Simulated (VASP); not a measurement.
Set up this calculation in VASP 6.6.1, as the native input.

* Task: single point
* Functional: PBE
* Potentials or basis: VASP PAW PBE potentials, release 64 (Sn_d, O)
* Cutoff: 600 eV
* k mesh: 4 × 4 × 4
* Occupations: gaussian, width 0.15 eV
* Spin: no spin polarisation
* Dipole correction: no
* Further INCAR settings: ALGO = Normal; EDIFF = 1e-06; NBANDS = 20

The structure of SnO2 lies in POSCAR:

```
SnO2
1.0
    0.0000000000      2.5765474795      2.5765474795
    2.5765474795      0.0000000000      2.5765474795
    2.5765474795      2.5765474795      0.0000000000
Sn O
1 2
Direct
    0.0000000000      0.0000000000      0.0000000000
    0.2500000000      0.2500000000      0.2500000000
    0.7500000000      0.7500000000      0.7500000000
```

The cell was built from a structure type or drawn by symmetry, and may not be a known phase.

One way to write it, as run:

INCAR

```
SYSTEM = SnO2
PREC = Accurate ; ENCUT = 600
EDIFF = 1E-6 ; ISMEAR = 0
SIGMA = 0.15 ; LREAL = .FALSE.
LASPH = .TRUE. ; NELM = 120
ALGO = Normal ; ISIF = 2
LWAVE = .FALSE. ; LCHARG = .FALSE.
GGA = PE ; NBANDS = 20
GGA_COMPAT = .FALSE.
```

KPOINTS

```
regular mesh
0
G
  4 4 4
  0 0 0
```

Potentials or basis: VASP PAW PBE potentials, release 64 (Sn_d, O).

Command:

```bash
$ cat potpaw_PBE.64/Sn_d/POTCAR potpaw_PBE.64/O/POTCAR > POTCAR
$ mpirun -np 1 vasp_std > vasp.out
```

Results of the run:

* Pressure: 0.1 GPa
* Band gap on the k mesh: zero (bands 13 and 14 overlap by 0.19 eV)

Caveat: the k points lie up to 0.53 Å⁻¹ apart; semilocal functionals underestimate gaps, so a narrow gap can read as zero; spin-orbit coupling is left out, which moves the levels of the heavy elements.

Wall time 4.8 s on 1 thread of AMD EPYC 9R45 96-Core Processor (Zen 5) (shared host), peak memory 0.13 GiB.
